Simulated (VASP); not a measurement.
Ba: single point with PBE

Ba:

```xyz
6
Lattice="7.6149 0.0000 0.0000 -3.8074 6.5947 0.0000 0.0000 0.0000 7.1729" Properties=species:S:1:pos:R:3 pbc="T T T"
Ba    5.0830    0.0000    1.7932
Ba   -2.5415    4.4020    1.7932
Ba    1.2659    2.1927    1.7932
Ba    2.5319    0.0000    5.3797
Ba   -1.2659    2.1927    5.3797
Ba    2.5415    4.4020    5.3797
```

```yaml
Program: VASP 6.6.1
Task: single point
Functional: PBE
Potentials_or_basis: VASP PAW PBE potentials, release 64 (Ba_sv)
Cutoff: 520 eV
k_mesh: 3 × 3 × 2
Occupations: gaussian, width 0.1 eV
Spin: no spin polarisation
```

```json
{
 "Pressure": "0.2 GPa",
 "Largest force": "0.016 eV/Å",
 "Band gap on the k mesh": "zero (band 30 reaches 1.99 eV, above the bottom of band 31 at 1.84 eV)"
}
```

Forces in eV/Å, atoms in the order of the input:
```
Ba  -0.016  0.000  0.000
Ba   0.008 -0.014  0.000
Ba   0.008  0.014  0.000
Ba   0.016  0.000  0.000
Ba  -0.008  0.014  0.000
Ba  -0.008 -0.014  0.000
```

Levels at points of the mesh, in eV from the Fermi level:
| k point | band 27 | band 28 | band 29 | band 30 | band 31 | band 32 | band 33 | band 34 |
| --- | --- | --- | --- | --- | --- | --- | --- | --- |
| (0.00, 0.00, 0.00) | -0.18 | -0.16 | 0.12 | 0.12 | 0.13 | 0.13 | 0.28 | 0.29 |
| (0.00, 0.00, 0.50) | 0.10 | 0.10 | 0.10 | 0.10 | 0.21 | 0.21 | 0.22 | 0.22 |

It took 48 s on 1 thread of Intel(R) Xeon(R) 6975P-C (Granite Rapids) (shared host), peak memory 0.45 GiB.

Caveat: the k points lie up to 0.44 Å⁻¹ apart; spin-orbit coupling is left out, which moves the levels of the heavy elements.
